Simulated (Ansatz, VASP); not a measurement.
# TaN in VASP and in Ansatz

```
Ta N
1.0
     0.00000    2.17900    2.17900
     2.17900    0.00000    2.17900
     2.17900    2.17900    0.00000
Ta N
1 1
Direct
  0.50000 0.50000 0.50000
  0.89674 0.10326 0.89674
```

Alike in both runs: task single point; functional PBEsol; k mesh 18 × 18 × 18; occupations gaussian, width 0.15 eV; no spin polarisation.

|  | VASP | Ansatz |
| --- | --- | --- |
| version | VASP 6.6.1 | Ansatz 0.2.0 |
| potentials or method | VASP PAW PBE potentials, release 64 (Ta_pv, N), cutoff 520 eV | scalar-relativistic, plane waves, PAW |
| valence electrons in the cell | 16 | 18 |

|  | VASP | Ansatz | Ansatz less VASP |
| --- | --- | --- | --- |
| gap on the k mesh at the Fermi level (eV) | none | none | - |
| rms of the force components (eV/Å) | 5.741 | 5.579 | -0.1617 |

VASP's potentials were made for PBE, not for PBEsol. Atom by atom the forces differ by 0.162 eV/Å (rms over components). A gap of «none» marks a metal or a gap that the smearing closes. VASP's potentials hold 16 valence electrons a cell and Ansatz's 18, so a difference there can come from the potentials and not from the codes.

Spin-orbit coupling is off throughout.
